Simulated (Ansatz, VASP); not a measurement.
# Rh in VASP and in Ansatz

INCAR

```
ALGO = Normal
EDIFF = 1E-6
ENCUT = 520
GGA = PS
ISIF = 2
ISMEAR = -1
LASPH = True
LCHARG = True
LELF = True
LREAL = False
LVHAR = True
LWAVE = False
NBANDS = 22
NELM = 100
PREC = Accurate
SIGMA = 0.1
```

KPOINTS

```
k-points
0
Gamma
  11 11 11
```

Contents of POSCAR:

```
Rh
1.0
    0.0000000000      2.7182005744      2.7182005744
    2.7182005744      0.0000000000      2.7182005744
    2.7182005744      2.7182005744      0.0000000000
Rh
2
Direct
    0.1250000000      0.1250000000      0.1250000000
    0.8750000000      0.8750000000      0.8750000000
```

Input for Ansatz:

```yaml
crystal:
  lattice:
    - [0.0, 2.7182005744, 2.7182005744]
    - [2.7182005744, 0.0, 2.7182005744]
    - [2.7182005744, 2.7182005744, 0.0]
  atoms:
    - { symbol: Rh, position: [0.125, 0.125, 0.125] }
    - { symbol: Rh, position: [0.875, 0.875, 0.875] }
hamiltonian:
  xc: pbesol
  pseudopotentials:
    kind: paw
    azcp:
      Rh: "pseudopotentials/Rh.paw.azcp"
basis:
  ecutwfc: 420
  fft_grid_basis: typed
kpoints:
  mp_grid: { grid: [11, 11, 11], shift: [0, 0, 0] }
magnetization:
  spin_polarized: false
scf:
  occupations: { method: fermi_dirac, width: 0.1 }
  lower_state_search: "off"
output:
  stress: true
```

Alike in both runs: task single point; functional PBEsol; k mesh 11 × 11 × 11; occupations fermi-dirac, width 0.1 eV; no spin polarisation.

|  | VASP | Ansatz |
| --- | --- | --- |
| version | VASP 6.6.1 | Ansatz 0.2.0 |
| potentials or method | VASP PAW PBE potentials, release 64 (Rh_pv), cutoff 520 eV | plane waves (420 eV) with PAW, scalar-relativistic |
| valence electrons in the cell | 30 | 34 |

Ansatz gave:

- pressure (GPa): -0.1

**Question.** Which values does VASP return?

**Answer.** Pressure (GPa): 0.0.

VASP's potentials were made for PBE, not for PBEsol, and Ansatz warns of the same on its side. The functional is the same, so the differences come from potentials, cutoffs and numerics. VASP's potentials hold 30 valence electrons a cell and Ansatz's 34, so a difference there can come from the potentials and not from the codes.
